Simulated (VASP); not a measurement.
# Ge in VASP: a series of runs, part 2 of 2

VASP 6.6.1. Earlier steps stand in the parts before.

### 5 Single point, LDA

This run uses another cell than the first one, of 189.94 Å³/atom, 1.103 times its volume.

The input, INCAR:

```
SYSTEM = Ge
PREC = Accurate
ENCUT = 520
EDIFF = 1E-7
ISMEAR = 0
SIGMA = 0.1
LREAL = .FALSE.
LASPH = .TRUE.
NELM = 80
ALGO = Normal
ISIF = 2
LWAVE = .FALSE.
LCHARG = .FALSE.
LDIPOL = .TRUE.
IDIPOL = 3
DIPOL = 0.5 0.5 0.500
NBANDS = 21
```

The input, KPOINTS:

```
regular mesh
0
G
  12 12 1
  0 0 0
```

The input, POSCAR:

```
Ge
1.0
    3.9580000000      0.0000000000      0.0000000000
   -1.9790000000      3.4277285482      0.0000000000
    0.0000000000      0.0000000000     28.0000000000
Ge
2
Direct
    0.3333333333      0.6666666667      0.5025535714
    0.6666666667      0.3333333333      0.4974464286
```

Potentials or basis: VASP PAW LDA potentials, release 64 (Ge_d).

The run is started by

```
cat potpaw_LDA.64/Ge_d/POTCAR > POTCAR
mpirun -np 1 vasp_std > vasp.out
```

OUTCAR:

```text
SYSTEM = Ge
   PREC = Accurate
   ENCUT = 520
   EDIFF = 1E-7
   ISMEAR = 0
   LREAL = .FALSE.
   LASPH = .TRUE.
   NELM = 80
   ISIF = 2

 ion  position               nearest neighbor table
   1  0.333  0.667  0.503-   2 2.29   2 2.29   2 2.29
   2  0.667  0.333  0.497-   1 2.29   1 2.29   1 2.29

  LATTYP: Found a hexagonal cell.
 ALAT       =     3.9580000000
 C/A-ratio  =     7.0742799394

  Lattice vectors:

 A1 = (   3.9580000000,   0.0000000000,   0.0000000000)
 A2 = (  -1.9790000000,   3.4277285482,   0.0000000000)
 A3 = (   0.0000000000,   0.0000000000,  28.0000000000)

Analysis of symmetry for initial positions (statically):
=====================================================================
 Subroutine PRICEL returns:
 Original cell was already a primitive cell.

 Routine SETGRP: Setting up the symmetry group for a
 hexagonal supercell.

 Subroutine GETGRP returns: Found 12 space group operations
 (whereof 12 operations were pure point group operations)
 out of a pool of 24 trial point group operations.

The static configuration has the point symmetry D_3d.

Analysis of symmetry for dynamics (positions and initial velocities):
=====================================================================
 Subroutine PRICEL returns:
 Original cell was already a primitive cell.

 Routine SETGRP: Setting up the symmetry group for a
 hexagonal supercell.

 Subroutine GETGRP returns: Found 12 space group operations
 (whereof 12 operations were pure point group operations)
 out of a pool of 24 trial point group operations.

The dynamic configuration has the point symmetry D_3d.

 Subroutine INISYM returns: Found 12 space group operations
 (whereof 12 operations are pure point group operations),
 and found     1 'primitive' translations

----------------------------------------------------------------------------------------

                                     Primitive cell

  volume of cell :     379.8746

  direct lattice vectors                    reciprocal lattice vectors
     3.958000000  0.000000000  0.000000000     0.252652855  0.145869194  0.000000000
    -1.979000000  3.427728548  0.000000000     0.000000000  0.291738388  0.000000000
     0.000000000  0.000000000 28.000000000     0.000000000  0.000000000  0.035714286

  length of vectors
     3.958000000  3.958000000 28.000000000     0.291738388  0.291738388  0.035714286

  position of ions in fractional coordinates (direct lattice)
     0.333333333  0.666666667  0.502553571
     0.666666667  0.333333333  0.497446429

  ion indices of the primitive-cell ions
   primitive index   ion index
                 1           1
                 2           2

----------------------------------------------------------------------------------------

 KPOINTS: regular mesh

Automatic generation of k-mesh.
 Grid dimensions read from file:
 generate k-points for:   12   12    1

 Generating k-lattice:

  Cartesian coordinates                     Fractional coordinates (reciprocal lattice)
     0.021054405  0.012155766  0.000000000     0.083333333  0.000000000  0.000000000
     0.000000000  0.024311532  0.000000000     0.000000000  0.083333333  0.000000000
     0.000000000  0.000000000  0.035714286     0.000000000  0.000000000  1.000000000

  Length of vectors
     0.024311532  0.024311532  0.035714286

  Shift w.r.t. Gamma in fractional coordinates (k-lattice)
     0.000000000  0.000000000  0.000000000

 Subroutine IBZKPT returns following result:
 ===========================================

 Found     19 irreducible k-points:

 Following reciprocal coordinates:
            Coordinates               Weight
  0.000000  0.000000  0.000000      1.000000
  0.083333  0.000000  0.000000      6.000000
  0.166667 -0.000000  0.000000      6.000000
  0.250000  0.000000  0.000000      6.000000
  0.333333  0.000000  0.000000      6.000000
  0.416667  0.000000  0.000000      6.000000
[... 11 lines left out ...]
  0.333333  0.250000  0.000000     12.000000
  0.333333  0.333333  0.000000      2.000000
   k-points           NKPTS =     19   k-points in BZ     NKDIM =     19   number of bands    NBANDS=     21
   number of dos      NEDOS =    301   number of ions     NIONS =      2
   total plane-waves  NPLWV = 189000
   dimension x,y,z NGX =    30 NGY =   30 NGZ =  210
   dimension x,y,z NGXF=    60 NGYF=   60 NGZF=  420
   ions per type =               2
   NGX,Y,Z   is equivalent  to a cutoff of  12.60, 12.60, 12.47 a.u.
   NGXF,Y,Z  is equivalent  to a cutoff of  25.20, 25.20, 24.94 a.u.
 SYSTEM =  Ge
   PREC   = accura    normal or accurate (medium, high low for compatibility)
   ISTART =      0    job   : 0-new  1-cont  2-samecut
   ICHARG =      2    charge: 1-file 2-atom 10-const
   ISPIN  =      1    spin polarized calculation?
   LNONCOLLINEAR =      F non collinear calculations
   LSORBIT =      F    spin-orbit coupling
   LASPH  =      T    aspherical Exc in radial PAW
   ENCUT  =  520.0 eV  38.22 Ry    6.18 a.u.   7.36  7.36 52.06*2*pi/ulx,y,z
   NELM   =     80;   NELMIN=  2; NELMDL= -5     # of ELM steps
   EDIFF  = 0.1E-06   stopping-criterion for ELM
   LREAL  =      F    real-space projection
   EDIFFG = 0.1E-05   stopping-criterion for IOM
   NSW    =      0    number of steps for IOM
   IBRION =     -1    ionic relax: 0-MD 1-quasi-New 2-CG
   NFREE  =      0    steps in history (QN), initial steepest desc. (CG)
   ISIF   =      2    stress and relaxation
   ISYM   =      2    0-nonsym 1-usesym 2-fastsym
   POTIM  = 0.5000    time-step for ionic-motion
   TEBEG  =    0.0;   TEEND  =   0.0 temperature during run
   PSTRESS=    0.0 pullay stress
   NELECT =      28.0000    total number of electrons
   NUPDOWN=      -1.0000    fix difference up-down
   EMIN   =  10.00;   EMAX   =-10.00  energy-range for DOS
   EFERMI =   0.00;   METHOD = LEGACY
   ISMEAR =     0;   SIGMA  =   0.10  broadening in eV -4-tet -1-fermi 0-gaus
   EFERMI_NEDOS =   21; number of points for ismear=-14 and -15
   IALGO  =     38    algorithm
   IMIX   =      4    mixing-type and parameters
     AMIX     =   0.40;   BMIX     =  1.00
     AMIX_MAG =   1.60;   BMIX_MAG =  1.00
  volume/ion in A,a.u.               =     189.94      1281.76
  Fermi-wavevector in a.u.,A,eV,Ry     =   0.686406  1.297118  6.410419  0.471153
  Thomas-Fermi vector in A             =   1.766625
   LORBIT       =      0    0 simple, 1 ext, 2 COOP (PROOUT), +10 PAW based schemes
   GGA     = CA    functional components
   LHFCALC =     F    Hartree Fock is set to
   AEXX    =    0.0000 exact exchange contribution
   IVDW    =     0    specifies the selected vdW correction
   LEPSILON=     F    determine dielectric tensor
   LRPA    =     F    only Hartree local field effects (RPA)
 non-spin polarized calculation
 Gauss-broadening in eV      SIGMA  =   0.10
  energy-cutoff  :      520.00
  volume of cell :      379.87
 maximum number of plane-waves:     10323
 NGX is ok and might be reduce to    30
   NGX = 15   NGY = 15   NGZ =105

 number of electron      27.9999998 magnetization

 dipolmoment           0.000000      0.000000     -0.000000 electrons x Angstroem

 Free energy of the ion-electron system (eV)
  ---------------------------------------------------
  ext. energy  EPLUGINS =         0.00000000
  ---------------------------------------------------
  free energy    TOTEN  =        -8.96366031 eV

  energy without entropy =       -8.96241197  energy(sigma->0) =       -8.96303614

 E-fermi :  -3.5157     XC(G=0):  -1.6813

 val. band max:       -4.0371849154   @ k =   0.0000   0.0000   0.0000
 cond. band min:      -3.4680368871   @ k =   0.3333   0.3333   0.0000
 fundamental gap:      0.5691480283
 Fermi energy:        -3.5157305120

 k-point     1 :       0.0000    0.0000    0.0000
  band No.  band energies     occupation
      1     -28.8712      2.00000
      2     -28.8389      2.00000
      3     -28.8389      2.00000
      4     -28.7795      2.00000
      5     -28.7795      2.00000
      6     -28.6223      2.00000
[... 13 lines left out ...]
     20       1.1781      0.00000
     21       1.5995      0.00000
[... 409 lines left out ...]
 k-point    19 :       0.3333    0.3333    0.0000
  band No.  band energies     occupation
      1     -29.0482      2.00000
      2     -28.8836      2.00000
      3     -28.8836      2.00000
      4     -28.8010      2.00000
      5     -28.6786      2.00000
      6     -28.6786      2.00000
[... 13 lines left out ...]
     20       3.7074      0.00000
     21       3.7074      0.00000

------------------------ aborting loop because EDIFF is reached ----------------------------------------

 vacuum level on the upper side and lower side of the slab       (xc-potential included)        -0.007        -0.007

  FORCE on cell =-STRESS in cart. coord.  units (eV):
  Direction    XX          YY          ZZ          XY          YZ          ZX
  --------------------------------------------------------------------------------------
  -------------------------------------------------------------------------------------
  Total        0.9996952      0.9996952      0.0292987      0.0000000     -0.0000000      0.0000000
  in kB        4.2163624      4.2163624      0.1235716      0.0000000     -0.0000000      0.0000000
  external PRESSURE =       2.8520988 kB  Pullay stress =       0.0000000 kB

 VOLUME and BASIS-vectors are now :
 -----------------------------------------------------------------------------
  energy-cutoff  :      520.00
  volume of cell :      379.87
      direct lattice vectors                 reciprocal lattice vectors
     3.958000000  0.000000000  0.000000000     0.252652855  0.145869194  0.000000000
    -1.979000000  3.427728548  0.000000000     0.000000000  0.291738388  0.000000000
     0.000000000  0.000000000 28.000000000     0.000000000  0.000000000  0.035714286

 POSITION                                       TOTAL-FORCE (eV/Angst)
 -----------------------------------------------------------------------------------
     -0.00000      2.28515     14.07150         0.000000     -0.000000      0.317168
      1.97900      1.14258     13.92850        -0.000000      0.000000     -0.317168
 -----------------------------------------------------------------------------------
    total drift:                               -0.000000      0.000000      0.000000

  FREE ENERGIE OF THE ION-ELECTRON SYSTEM (eV)
  ---------------------------------------------------
  free  energy   TOTEN  =        -8.9636603119 eV

  energy  without entropy=       -8.9624119677  energy(sigma->0) =       -8.96303614

 vacuum level on the upper side and lower side of the slab         1.125         1.125
```

OSZICAR:

```text
N       E                     dE             d eps       ncg     rms          rms(c)
DAV:   1     0.157953581632E+03    0.15795E+03   -0.14063E+04   942   0.131E+03
DAV:   2     0.794763825821E+01   -0.15001E+03   -0.14579E+03  1094   0.260E+02
DAV:   3    -0.843492593466E+01   -0.16383E+02   -0.16331E+02  1026   0.109E+02
DAV:   4    -0.915767750459E+01   -0.72275E+00   -0.72234E+00  1031   0.262E+01
[... 14 lines left out ...]
DAV:  19    -0.896365862253E+01   -0.31736E-05   -0.65363E-08   767   0.203E-03    0.126E-04
DAV:  20    -0.896365982208E+01   -0.11996E-05   -0.59626E-09   694   0.563E-04    0.661E-05
DAV:  21    -0.896366019137E+01   -0.36929E-06   -0.42709E-09   659   0.438E-04    0.442E-05
DAV:  22    -0.896366030329E+01   -0.11192E-06   -0.12134E-10   615   0.294E-04    0.178E-05
DAV:  23    -0.896366031195E+01   -0.86575E-08    0.63129E-10   674   0.147E-04
   1 F= -.89636603E+01 E0= -.89630361E+01  d E =-.124834E-02
```

Run time: 3.6 min. Hardware: 1 thread of Intel Xeon Platinum 8375C at 2.90GHz (Ice Lake), shared host; peak memory 0.39 GiB.

What came out:

| Quantity | Value |
| --- | --- |
| Free energy | -8.9637 eV |
| Largest force | 0.317 eV/Å |
| Band gap on the k mesh | zero (band 14 reaches -3.47 eV, above the bottom of band 15 at -4.04 eV) |

Forces in eV/Å, atoms in the order of the input:
```
Ge   0.000  0.000  0.317
Ge   0.000  0.000 -0.317
```
